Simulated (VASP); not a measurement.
# TiAl (P4/mmm) in VASP: further runs

The runs below take TiAl through single point, with LDA.

Program: VASP 6.6.1. These are calculated values, not measurements. Logs are shortened: lines on timing, memory, paths and dates and some standing lists are left out, and cuts for length are marked.

**1. The cell of the first run**

It takes space group P4/mmm (No. 123, tetragonal). Conventional cell: a = 3.245 Å, b = 3.245 Å, c = 3.069 Å, α = 90.00°, β = 90.00°, γ = 90.00°. Within 3.6 Å of Ti (site symmetry 4/mmm) lie 8 Al at 2.76 Å and 6 Ti at 3.07 to 3.24 Å. Within 3.6 Å of Al (site symmetry 4/mmm) lie 8 Ti at 2.76 Å and 6 Al at 3.07 to 3.24 Å.

**2. Single point, LDA (16.16 Å³/atom)**

Input file INCAR:

```
SYSTEM = TiAl
ALGO     = Fast           ! electronic algorithm
EDIFF    = 1E-6           ! SCF threshold, eV
ENCUT    = 520            ! plane-wave cutoff, eV
GGA      = CA             ! functional
ISIF     = 2              ! what is computed and relaxed
ISMEAR   = 0              ! smearing method
LASPH    = .TRUE.         ! aspherical terms in the spheres
LCHARG   = .FALSE.        ! write CHGCAR
LREAL    = .FALSE.        ! projectors in reciprocal space
LWAVE    = .FALSE.        ! write WAVECAR
NBANDS   = 14             ! bands
NELM     = 100            ! most SCF steps
PREC     = Accurate       ! precision mode
SIGMA    = 0.15           ! smearing width, eV
```

Input file KPOINTS:

```
k-points
0
G
  16 16 16
  0 0 0
```

Input file POSCAR:

```
TiAl
1.0
    3.2449552268      0.0000000000      0.0000000000
    0.0000000000      3.2449552268      0.0000000000
    0.0000000000      0.0000000000      3.0694031491
Ti Al
1 1
Direct
    0.0000000000      0.0000000000      0.0000000000
    0.5000000000      0.5000000000      0.5000000000
```

Potentials or basis: VASP PAW LDA potentials, release 64 (Ti_sv, Al).

Run with:

```
$ cat potpaw_LDA.64/Ti_sv/POTCAR potpaw_LDA.64/Al/POTCAR > POTCAR
$ mpirun -np 1 vasp_std > vasp.out
```

OUTCAR:

```text
SYSTEM = TiAl
   EDIFF = 1E-6
   ENCUT = 520
   GGA = CA
   ISIF = 2
   ISMEAR = 0
   LASPH = .TRUE.
   LREAL = .FALSE.
   NELM = 100
   PREC = Accurate

 ion  position               nearest neighbor table
   1  0.000  0.000  0.000-   2 2.76   2 2.76   2 2.76   2 2.76   2 2.76   2 2.76   2 2.76   2 2.76

   2  0.500  0.500  0.500-   1 2.76   1 2.76   1 2.76   1 2.76   1 2.76   1 2.76   1 2.76   1 2.76

  LATTYP: Found a simple tetragonal cell.
 ALAT       =     3.2449552268
 C/A-ratio  =     0.9459000000

  Lattice vectors:

 A1 = (   3.2449552268,   0.0000000000,   0.0000000000)
 A2 = (   0.0000000000,   3.2449552268,   0.0000000000)
 A3 = (   0.0000000000,   0.0000000000,   3.0694031491)

Analysis of symmetry for initial positions (statically):
=====================================================================
 Subroutine PRICEL returns:
 Original cell was already a primitive cell.

 Routine SETGRP: Setting up the symmetry group for a
 simple tetragonal supercell.

 Subroutine GETGRP returns: Found 16 space group operations
 (whereof 16 operations were pure point group operations)
 out of a pool of 16 trial point group operations.

The static configuration has the point symmetry D_4h.

Analysis of symmetry for dynamics (positions and initial velocities):
=====================================================================
 Subroutine PRICEL returns:
 Original cell was already a primitive cell.

 Routine SETGRP: Setting up the symmetry group for a
 simple tetragonal supercell.

 Subroutine GETGRP returns: Found 16 space group operations
 (whereof 16 operations were pure point group operations)
 out of a pool of 16 trial point group operations.

The dynamic configuration has the point symmetry D_4h.

 Subroutine INISYM returns: Found 16 space group operations
 (whereof 16 operations are pure point group operations),
 and found     1 'primitive' translations

----------------------------------------------------------------------------------------

                                     Primitive cell

  volume of cell :      32.3200

  direct lattice vectors                    reciprocal lattice vectors
     3.244955227  0.000000000  0.000000000     0.308170662  0.000000000  0.000000000
     0.000000000  3.244955227  0.000000000     0.000000000  0.308170662  0.000000000
     0.000000000  0.000000000  3.069403149     0.000000000  0.000000000  0.325796238

  length of vectors
     3.244955227  3.244955227  3.069403149     0.308170662  0.308170662  0.325796238

  position of ions in fractional coordinates (direct lattice)
     0.000000000  0.000000000  0.000000000
     0.500000000  0.500000000  0.500000000
[... 91 lines left out ...]
   EFERMI =   0.00;   METHOD = LEGACY
   ISMEAR =     0;   SIGMA  =   0.15  broadening in eV -4-tet -1-fermi 0-gaus
   EFERMI_NEDOS =   21; number of points for ismear=-14 and -15
   IALGO  =     68    algorithm
   IMIX   =      4    mixing-type and parameters
     AMIX     =   0.40;   BMIX     =  1.00
     AMIX_MAG =   1.60;   BMIX_MAG =  1.00
  volume/ion in A,a.u.               =      16.16       109.05
  Fermi-wavevector in a.u.,A,eV,Ry     =   1.267500  2.395229 21.858541  1.606557
  Thomas-Fermi vector in A             =   2.400645
   LORBIT       =      0    0 simple, 1 ext, 2 COOP (PROOUT), +10 PAW based schemes
   GGA     = CA    functional components
   LHFCALC =     F    Hartree Fock is set to
   AEXX    =    0.0000 exact exchange contribution
   IVDW    =     0    specifies the selected vdW correction
   LEPSILON=     F    determine dielectric tensor
   LRPA    =     F    only Hartree local field effects (RPA)
 non-spin polarized calculation
 RMM-DIIS sequential band-by-band and
 Gauss-broadening in eV      SIGMA  =   0.15
  energy-cutoff  :      520.00
  volume of cell :       32.32
 maximum number of plane-waves:       888
   NGX = 13   NGY = 13   NGZ = 11

 number of electron      15.0000009 magnetization

 Free energy of the ion-electron system (eV)
  ---------------------------------------------------
  ext. energy  EPLUGINS =         0.00000000
  ---------------------------------------------------
  free energy    TOTEN  =       -13.28414794 eV

  energy without entropy =      -13.25286620  energy(sigma->0) =      -13.26850707

 E-fermi :   8.4379     XC(G=0): -11.2881

 val. band max:        8.4337346807   @ k =   0.5000   0.1875   0.3125
 cond. band min:       8.4397382314   @ k =   0.5000   0.0000   0.1250
 fundamental gap:      0.0060035507
 Fermi energy:         8.4379438968

 k-point     1 :       0.0000    0.0000    0.0000
  band No.  band energies     occupation
      1     -47.7383      2.00000
      2     -24.3483      2.00000
      3     -24.3483      2.00000
      4     -24.2672      2.00000
      5      -0.7099      2.00000
      6       6.9933      2.00000
      7       7.1152      2.00000
      8      10.0213      0.00000
      9      10.3074      0.00000
     10      10.3074      0.00000
     11      12.3600      0.00000
     12      12.3600      0.00000
     13      13.8941      0.00000
     14      17.1971      0.00000
[... 377 lines left out ...]
      1     -47.7243      2.00000
      2     -24.4922      2.00000
      3     -24.3558      2.00000
      4     -24.2536      2.00000
      5       2.4301      2.00000
      6       3.5682      2.00000
      7       7.9246      2.00000
      8       8.0379      1.99984
      9       9.0418      0.00000
     10      10.2926      0.00000
     11      11.2125      0.00000
     12      14.6507      0.00000
     13      16.0688      0.00000
     14      17.5866      0.00000

 [... further k-points ...]

------------------------ aborting loop because EDIFF is reached ----------------------------------------

  FORCE on cell =-STRESS in cart. coord.  units (eV):
  Direction    XX          YY          ZZ          XY          YZ          ZX
  --------------------------------------------------------------------------------------
  -------------------------------------------------------------------------------------
  Total       -1.1134878     -1.1134878     -1.5201348      0.0000000     -0.0000000      0.0000000
  in kB      -55.1981732    -55.1981732    -75.3566055      0.0000000     -0.0000000      0.0000000
  external PRESSURE =     -61.9176507 kB  Pullay stress =       0.0000000 kB

 VOLUME and BASIS-vectors are now :
 -----------------------------------------------------------------------------
  energy-cutoff  :      520.00
  volume of cell :       32.32
      direct lattice vectors                 reciprocal lattice vectors
     3.244955227  0.000000000  0.000000000     0.308170662  0.000000000  0.000000000
     0.000000000  3.244955227  0.000000000     0.000000000  0.308170662  0.000000000
     0.000000000  0.000000000  3.069403149     0.000000000  0.000000000  0.325796238

 POSITION                                       TOTAL-FORCE (eV/Angst)
 -----------------------------------------------------------------------------------
      0.00000      0.00000      0.00000         0.000000      0.000000      0.000000
      1.62248      1.62248      1.53470         0.000000      0.000000      0.000000
 -----------------------------------------------------------------------------------
    total drift:                                0.000000      0.000000      0.000000

  FREE ENERGIE OF THE ION-ELECTRON SYSTEM (eV)
  ---------------------------------------------------
  free  energy   TOTEN  =       -13.2841479418 eV

  energy  without entropy=      -13.2528661997  energy(sigma->0) =      -13.26850707
```

stdout:

```text
POSCAR found type information on POSCAR TiAl
 POSCAR found :  2 types and       2 ions
 scaLAPACK will be used
 LDA part: xc-table for (Slater(with rela. corr.)+CA(PZ))
 , standard interpolation
 POSCAR, INCAR and KPOINTS ok, starting setup
 FFT: planning ... GRIDC
 FFT: planning ... GRID_SOFT
 FFT: planning ... GRID
 WAVECAR not read
 entering main loop
WARNING in EDDRMM: call to ZHEGV failed, returncode =   6  3     13
WARNING in EDDRMM: call to ZHEGV failed, returncode =   8  4     14
WARNING in EDDRMM: call to ZHEGV failed, returncode =   8  4     14
WARNING in EDDRMM: call to ZHEGV failed, returncode =   8  4     12
WARNING in EDDRMM: call to ZHEGV failed, returncode =   8  4      7
WARNING in EDDRMM: call to ZHEGV failed, returncode =   6  3     11
WARNING in EDDRMM: call to ZHEGV failed, returncode =   8  4      6
```

Run time: 5 min. Hardware: 1 thread of Intel Xeon 8259CL, shared host; peak memory 0.29 GiB.

What came out:

```yaml
Free_energy: -13.2841 eV
Pressure: -6.2 GPa
Band_gap_on_the_k_mesh: zero (an odd number of electrons rules out a gap without spin polarisation)
```

Caveat: the cell stands under tension.

**3. Single point, LDA (16.16 Å³/atom)**

Input file INCAR:

```
PREC = Accurate
ENCUT = 520
EDIFF = 1E-7
ISMEAR = 0
SIGMA = 0.15
LREAL = F
LASPH = T
NELM = 80
ALGO = Fast
ISIF = 2
LWAVE = F
LCHARG = T
GGA = CA
LELF = T
LVHAR = T
NBANDS = 14
```

Input file KPOINTS:

```
regular mesh
0
Gamma
  16 16 16
```

Input file POSCAR:

```
TiAl
1.0
    3.1268333296      0.0000000000      0.0000000000
    0.0000000000      3.1268333296      0.0000000000
    0.0000000000      0.0000000000      3.3056881960
Ti Al
1 1
Direct
    0.0000000000      0.0000000000      0.0000000000
    0.5000000000      0.5000000000      0.5000000000
```

Potentials or basis: VASP PAW LDA potentials, release 64 (Ti_sv, Al).

Run with:

```
$ cat potpaw_LDA.64/Ti_sv/POTCAR potpaw_LDA.64/Al/POTCAR > POTCAR
$ mpirun -np 1 vasp_std > vasp.out
```

It took 7.5 min on 1 thread of Intel Xeon 8259CL, shared host; peak memory 0.29 GiB.

It converged, with:

```yaml
Free_energy: -13.2918 eV
Pressure: -6.2 GPa
Band_gap_on_the_k_mesh: zero (an odd number of electrons rules out a gap without spin polarisation)
```

Stress tensor (GPa, compression positive):
```
-7.79  0.00  0.00
 0.00 -7.79  0.00
 0.00  0.00 -3.18
```

Levels at points of the mesh, in eV from the Fermi level:
```tsv
k point	band 4	band 5	band 6	band 7	band 8	band 9	band 10	band 11
(0.00, 0.00, 0.00)	-32.73	-9.14	-1.45	-1.31	1.70	1.70	1.95	3.46
(0.50, 0.00, 0.00)	-32.71	-5.76	-5.03	-0.47	-0.26	0.35	1.93	3.21
(0.50, 0.50, 0.00)	-32.76	-4.72	-1.80	-1.80	-1.31	0.43	0.43	2.91
(0.00, 0.00, 0.50)	-32.72	-6.27	-5.15	-0.59	0.33	0.33	2.09	2.58
(0.50, 0.00, 0.50)	-32.70	-5.07	-2.22	-1.91	-1.44	0.78	0.89	2.61
(0.50, 0.50, 0.50)	-32.87	-3.02	-3.02	-3.02	0.59	2.66	2.87	2.95
```

Caveat: the cell stands under tension.
